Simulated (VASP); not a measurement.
# Zr12H (a cell with a defect) in VASP: single point with PBEsol

Aim: the single point of Zr12H (a cell with a defect) with PBEsol.

Everything below comes from runs of VASP 6.6.1. Logs are shortened: lines on timing, memory, paths and dates and some standing lists are left out, and cuts for length are marked.

### 1 The cell of the first run

The cell holds a defect, 13 atoms: a = 6.460 Å, b = 9.690 Å, c = 5.145 Å, α = 90.00°, β = 90.00°, γ = 120.00°.

### 2 Single point, PBEsol

Input file INCAR:

```
SYSTEM = Zr12H
PREC = Accurate
ENCUT = 520
EDIFF = 1E-7
ISMEAR = 0
SIGMA = 0.1
LREAL = .False.
LASPH = .True.
NELM = 60
ALGO = Normal
ISIF = 2
LWAVE = .False.
LCHARG = .False.
GGA = PS
NBANDS = 84
```

Input file KPOINTS:

```
regular mesh
0
Gamma
  4 3 4
  0 0 0
```

Input file POSCAR:

```
Zr12H
1.0
    6.4600000000      0.0000000000      0.0000000000
   -4.8450000000      8.3917860000      0.0000000000
    0.0000000000      0.0000000000      5.1453900000
Zr H
12 1
Direct
    0.0026597555      0.0011507923     -0.0033327515
    0.1680309921      0.2237692414      0.5011112635
    0.0004617486      0.3314107595      0.0078783185
    0.1604156533      0.5545983033      0.4973783108
   -0.0010027154      0.6640147796     -0.0012242662
    0.1638948972      0.8895522554      0.4935400536
    0.5000295837      0.0003091238      0.0010965396
    0.6642537747      0.2224095578      0.5069221816
    0.5024486728      0.3317794697      0.0057240409
    0.6651817847      0.5538168438      0.4968060332
    0.5014715199      0.6665631067      0.0107420062
    0.6696508742      0.8960286239      0.4935073766
    0.4997157587      0.6698498427      0.6206920932
```

Potentials or basis: VASP PAW PBE potentials, release 64 (Zr_sv, H).

Command:

```console
$ cat potpaw_PBE.64/Zr_sv/POTCAR potpaw_PBE.64/H/POTCAR > POTCAR
$ mpirun -np 1 vasp_std > vasp.out
```

OUTCAR:

```text
SYSTEM = Zr12H
   PREC = Accurate
   ENCUT = 520
   EDIFF = 1E-7
   ISMEAR = 0
   LREAL = .False.
   LASPH = .True.
   NELM = 60
   ISIF = 2
   GGA = PS

 ion  position               nearest neighbor table
   1  0.003  0.001  0.997-   6 3.15   2 3.16  12 3.16   6 3.18  12 3.19   2 3.20   3 3.21   9 3.22
                             7 3.22  11 3.24   7 3.24   5 3.26
   2  0.168  0.224  0.501-   3 3.14   1 3.16   9 3.16   3 3.19   1 3.20  12 3.20   9 3.20  10 3.20
                             8 3.21   6 3.23   4 3.23   8 3.25
   3  0.000  0.331  0.008-   2 3.14   4 3.14   8 3.18   8 3.19   2 3.19   1 3.21   9 3.22   7 3.22
                             4 3.23   5 3.23   9 3.24  11 3.24
   4  0.160  0.555  0.497-  13 2.00   3 3.14   5 3.15  11 3.15   5 3.16  10 3.20   8 3.21   3 3.23
                             2 3.23   6 3.23  11 3.26  10 3.26  12 3.30
   5  0.999  0.664  0.999-   4 3.15   4 3.16  10 3.17   6 3.17  10 3.19   9 3.21   6 3.22  11 3.23
                             3 3.23  11 3.23   7 3.25   1 3.26
   6  0.164  0.890  0.494-   1 3.15   7 3.16   5 3.17   1 3.18   5 3.22   7 3.22  12 3.22   2 3.23
                             8 3.23   4 3.23  12 3.24  10 3.24
   7  0.500  0.000  0.001-  12 3.12   8 3.15   6 3.16  12 3.19   8 3.20   9 3.20   1 3.22   6 3.22
                             3 3.22  11 3.24   1 3.24   5 3.25
   8  0.664  0.222  0.507-   9 3.15   7 3.15   9 3.16  12 3.18   3 3.18   3 3.19   7 3.20  10 3.21
                             2 3.21   4 3.21   6 3.23   2 3.25
   9  0.502  0.332  0.006-  10 3.14   8 3.15   8 3.16   2 3.16   2 3.20   7 3.20   5 3.21  10 3.21
                             1 3.22   3 3.22   3 3.24  11 3.25
  10  0.665  0.554  0.497-  13 2.00  11 3.12   9 3.14   5 3.17   5 3.19   4 3.20   2 3.20   8 3.21
                             9 3.21  11 3.23   6 3.24   4 3.26  12 3.30
  11  0.501  0.667  0.011-  13 2.01  10 3.12  12 3.14   4 3.15   5 3.23  10 3.23   5 3.23   7 3.24
                             1 3.24   3 3.24   9 3.25   4 3.26  12 3.29
  12  0.670  0.896  0.494-  13 2.01   7 3.12  11 3.14   1 3.16   8 3.18   7 3.19   1 3.19   2 3.20
                             6 3.22   6 3.24  11 3.29   4 3.30  10 3.30
  13  0.500  0.670  0.621-   4 2.00  10 2.00  11 2.01  12 2.01

  LATTYP: Found a simple monoclinic cell.
 ALAT       =     6.4600000000
 B/A-ratio  =     0.7965000000
 C/A-ratio  =     1.3228756308
 COS(beta)  =    -0.1889822400

  Lattice vectors:

 A1 = (   6.4600000000,   0.0000000000,   0.0000000000)
 A2 = (   0.0000000000,   0.0000000000,   5.1453900000)
 A3 = (  -1.6150000000,  -8.3917860000,   0.0000000000)

Analysis of symmetry for initial positions (statically):
=====================================================================
 Subroutine PRICEL returns:
 Original cell was already a primitive cell.

 Routine SETGRP: Setting up the symmetry group for a
 simple monoclinic supercell.

 Subroutine GETGRP returns: Found  1 space group operations
 (whereof  1 operations were pure point group operations)
 out of a pool of  4 trial point group operations.

The static configuration has the point symmetry C_1 .

Analysis of symmetry for dynamics (positions and initial velocities):
=====================================================================
 Subroutine PRICEL returns:
 Original cell was already a primitive cell.

 Routine SETGRP: Setting up the symmetry group for a
 simple monoclinic supercell.

 Subroutine GETGRP returns: Found  1 space group operations
 (whereof  1 operations were pure point group operations)
 out of a pool of  4 trial point group operations.

The dynamic configuration has the point symmetry C_1 .

 Subroutine INISYM returns: Found  1 space group operations
 (whereof  1 operations are pure point group operations),
 and found     1 'primitive' translations

----------------------------------------------------------------------------------------

                                     Primitive cell

  volume of cell :     278.9364

  direct lattice vectors                    reciprocal lattice vectors
     6.460000000  0.000000000  0.000000000     0.154798762  0.089373108  0.000000000
    -4.845000000  8.391786000  0.000000000     0.000000000  0.119164145  0.000000000
     0.000000000  0.000000000  5.145390000     0.000000000  0.000000000  0.194348728

  length of vectors
     6.460000000  9.689999859  5.145390000     0.178746214  0.119164145  0.194348728

  position of ions in fractional coordinates (direct lattice)
[... 37 lines left out ...]

 Generating k-lattice:

  Cartesian coordinates                     Fractional coordinates (reciprocal lattice)
     0.038699690  0.022343277  0.000000000     0.250000000  0.000000000  0.000000000
     0.000000000  0.039721382  0.000000000     0.000000000  0.333333333  0.000000000
     0.000000000  0.000000000  0.048587182     0.000000000  0.000000000  0.250000000

  Length of vectors
     0.044686554  0.039721382  0.048587182

  Shift w.r.t. Gamma in fractional coordinates (k-lattice)
     0.000000000  0.000000000  0.000000000

 Subroutine IBZKPT returns following result:
 ===========================================

 Found     26 irreducible k-points:

 Following reciprocal coordinates:
            Coordinates               Weight
  0.000000  0.000000  0.000000      1.000000
  0.250000 -0.000000  0.000000      2.000000
  0.500000 -0.000000  0.000000      1.000000
  0.000000  0.333333  0.000000      2.000000
  0.250000  0.333333  0.000000      2.000000
  0.500000  0.333333  0.000000      2.000000
[... 16 lines left out ...]
  0.000000  0.333333  0.500000      2.000000
  0.250000  0.333333  0.500000      2.000000
 [... further k-points ...]
   k-points           NKPTS =     26   k-points in BZ     NKDIM =     26   number of bands    NBANDS=     84
   number of dos      NEDOS =    301   number of ions     NIONS =     13
   total plane-waves  NPLWV = 138240
   dimension x,y,z NGX =    48 NGY =   72 NGZ =   40
   dimension x,y,z NGXF=    96 NGYF=  144 NGZF=   80
   ions per type =              12   1
   NGX,Y,Z   is equivalent  to a cutoff of  12.35, 12.35, 12.92 a.u.
   NGXF,Y,Z  is equivalent  to a cutoff of  24.71, 24.71, 25.85 a.u.
 SYSTEM =  Zr12H
   PREC   = accura    normal or accurate (medium, high low for compatibility)
   ISTART =      0    job   : 0-new  1-cont  2-samecut
   ICHARG =      2    charge: 1-file 2-atom 10-const
   ISPIN  =      1    spin polarized calculation?
   LNONCOLLINEAR =      F non collinear calculations
   LSORBIT =      F    spin-orbit coupling
   LASPH  =      T    aspherical Exc in radial PAW
   ENCUT  =  520.0 eV  38.22 Ry    6.18 a.u.  12.01 18.02  9.57*2*pi/ulx,y,z
   NELM   =     60;   NELMIN=  2; NELMDL= -5     # of ELM steps
   EDIFF  = 0.1E-06   stopping-criterion for ELM
   LREAL  =      F    real-space projection
   EDIFFG = 0.1E-05   stopping-criterion for IOM
   NSW    =      0    number of steps for IOM
   IBRION =     -1    ionic relax: 0-MD 1-quasi-New 2-CG
   NFREE  =      0    steps in history (QN), initial steepest desc. (CG)
   ISIF   =      2    stress and relaxation
   ISYM   =      2    0-nonsym 1-usesym 2-fastsym
   POTIM  = 0.5000    time-step for ionic-motion
   TEBEG  =    0.0;   TEEND  =   0.0 temperature during run
   PSTRESS=    0.0 pullay stress
   NELECT =     145.0000    total number of electrons
   NUPDOWN=      -1.0000    fix difference up-down
   EMIN   =  10.00;   EMAX   =-10.00  energy-range for DOS
   EFERMI =   0.00;   METHOD = LEGACY
   ISMEAR =     0;   SIGMA  =   0.10  broadening in eV -4-tet -1-fermi 0-gaus
   EFERMI_NEDOS =   21; number of points for ismear=-14 and -15
   IALGO  =     38    algorithm
   IMIX   =      4    mixing-type and parameters
     AMIX     =   0.40;   BMIX     =  1.00
     AMIX_MAG =   1.60;   BMIX_MAG =  1.00
  volume/ion in A,a.u.               =      21.46       144.80
  Fermi-wavevector in a.u.,A,eV,Ry     =   1.316323  2.487490 23.574895  1.732706
  Thomas-Fermi vector in A             =   2.446443
   LORBIT       =      0    0 simple, 1 ext, 2 COOP (PROOUT), +10 PAW based schemes
   GGA     = PS    functional components
   LHFCALC =     F    Hartree Fock is set to
   AEXX    =    0.0000 exact exchange contribution
   IVDW    =     0    specifies the selected vdW correction
   LEPSILON=     F    determine dielectric tensor
   LRPA    =     F    only Hartree local field effects (RPA)
 non-spin polarized calculation
 Gauss-broadening in eV      SIGMA  =   0.10
  energy-cutoff  :      520.00
  volume of cell :      278.94
 maximum number of plane-waves:      7534
   NGX = 25   NGY = 37   NGZ = 19

 number of electron     145.0000001 magnetization

 Free energy of the ion-electron system (eV)
  ---------------------------------------------------
  ext. energy  EPLUGINS =         0.00000000
  ---------------------------------------------------
  free energy    TOTEN  =      -112.83847550 eV

  energy without entropy =     -112.77605497  energy(sigma->0) =     -112.80726523

 E-fermi :   8.9447     XC(G=0): -11.2496

 val. band max:        8.9288009799   @ k =   0.5000   0.3333   0.5000
 cond. band min:       8.9544520907   @ k =   0.5000   0.3333   0.0000
 fundamental gap:      0.0256511108
 Fermi energy:         8.9447335418

 k-point     1 :       0.0000    0.0000    0.0000
  band No.  band energies     occupation
      1     -39.8028      2.00000
      2     -39.7120      2.00000
      3     -39.7011      2.00000
      4     -39.6790      2.00000
      5     -39.6632      2.00000
      6     -39.6469      2.00000
[... 2077 lines left out ...]
     83       9.8580      0.00000
     84       9.9234      0.00000

 [... further k-points ...]
[... 5 lines left out ...]
  --------------------------------------------------------------------------------------
  -------------------------------------------------------------------------------------
  Total       -3.3920269     -3.6212534     -1.8509162     -0.3074689     -0.0569240      0.0455486
  in kB      -19.4833955    -20.8000456    -10.6314405     -1.7660648     -0.3269647      0.2616255
  external PRESSURE =     -16.9716272 kB  Pullay stress =       0.0000000 kB

 VOLUME and BASIS-vectors are now :
 -----------------------------------------------------------------------------
  energy-cutoff  :      520.00
  volume of cell :      278.94
      direct lattice vectors                 reciprocal lattice vectors
     6.460000000  0.000000000  0.000000000     0.154798762  0.089373108  0.000000000
    -4.845000000  8.391786000  0.000000000     0.000000000  0.119164145  0.000000000
     0.000000000  0.000000000  5.145390000     0.000000000  0.000000000  0.194348728

 POSITION                                       TOTAL-FORCE (eV/Angst)
 -----------------------------------------------------------------------------------
      0.01161      0.00966      5.12824        -0.005360      0.000738     -0.001625
      0.00132      1.87782      2.57841        -0.000372     -0.002134      0.002045
     -1.60270      2.78113      0.04054        -0.000259      0.000649      0.002264
     -1.65074      4.65407      2.55921         0.011341     -0.001701     -0.006310
      3.23637      5.57227      5.13909         0.001551      0.004764      0.000264
     -3.25112      7.46493      2.53946         0.002290     -0.003801     -0.001532
      3.22869      0.00259      0.00564        -0.001388     -0.000091      0.000304
      3.21351      1.86641      2.60831         0.003799     -0.002242      0.000544
      1.63835      2.78422      0.02945        -0.000492      0.002322      0.002617
      1.61383      4.64751      2.55626        -0.013812     -0.000332     -0.002739
      0.01001      5.59365      0.05527        -0.002612     -0.004211      0.006346
     -0.01531      7.51928      2.53929         0.000515      0.006054     -0.004093
     -0.01726      5.62124      3.19370         0.004800     -0.000016      0.001914
 -----------------------------------------------------------------------------------
    total drift:                               -0.000066     -0.000034      0.000025

  FREE ENERGIE OF THE ION-ELECTRON SYSTEM (eV)
  ---------------------------------------------------
  free  energy   TOTEN  =      -112.8384755023 eV

  energy  without entropy=     -112.7760549660  energy(sigma->0) =     -112.80726523
```

Run time: 14 min. Hardware: 1 thread of Intel Xeon Platinum 8259CL at 2.50GHz (Skylake/Cascade Lake), shared host; peak memory 0.6 GiB.

What came out:

```yaml
Free_energy: -112.8385 eV
Pressure: -1.7 GPa
Largest_force: 0.014 eV/Å
```

Forces on the atoms (eV/Å):
```
Zr  -0.005  0.001 -0.002
Zr   0.000 -0.002  0.002
Zr   0.000  0.001  0.002
Zr   0.011 -0.002 -0.006
Zr   0.002  0.005  0.000
Zr   0.002 -0.004 -0.002
Zr  -0.001  0.000  0.000
Zr   0.004 -0.002  0.001
Zr   0.000  0.002  0.003
Zr  -0.014  0.000 -0.003
Zr  -0.003 -0.004  0.006
Zr   0.001  0.006 -0.004
H    0.005  0.000  0.002
```

Stress tensor (GPa, compression positive):
```
-1.95 -0.18  0.03
-0.18 -2.08 -0.03
 0.03 -0.03 -1.06
```

Levels at points of the mesh, in eV from the Fermi level:
```
           k point  band 69  band 70  band 71  band 72  band 73  band 74  band 75  band 76
(0.00, 0.00, 0.00)    -0.51    -0.28     0.09     0.19     0.46     0.53     0.72     0.73
(0.50, 0.00, 0.00)    -0.84    -0.75    -0.62    -0.54     0.01     0.09     0.39     0.50
(0.00, 0.00, 0.50)    -0.77    -0.75    -0.17    -0.04     0.14     0.23     0.26     0.27
(0.50, 0.00, 0.50)    -0.77    -0.76    -0.75    -0.73    -0.30    -0.12    -0.09    -0.06
```

Caveat: the PAW data sets were made with another functional, which shifts forces and pressure a little.
